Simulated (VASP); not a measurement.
Crystal: HgTe (Coloradoite).

```xyz
2
Lattice="0.0000 3.1711 3.1711 3.1711 0.0000 3.1711 3.1711 3.1711 0.0000" Properties=species:S:1:pos:R:3 pbc="T T T"
Hg    0.0000    0.0000    0.0000
Te    4.7566    4.7566    4.7566
```

Base run:

* Program: VASP 6.6.1
* Functional: r2SCAN
* Potentials or basis: VASP PAW PBE potentials, release 64 (Hg, Te)
* Cutoff: 520 eV
* k mesh: 7 × 7 × 7
* Occupations: fermi-dirac, width 0.05 eV
* Spin: no spin polarisation

Its results: band gap on the k mesh zero (filled and empty bands touch); pressure 5.8 GPa.

Question: The run is repeated on the same cell with these changes: functional from r2SCAN to PBEsol. What comes out?

Answer: Band gap on the k mesh zero (filled and empty bands touch); pressure 4.2 GPa.

Caveats: the PAW data sets were made with another functional, which shifts forces and pressure a little; spin-orbit coupling is left out, which moves the levels of the heavy elements.
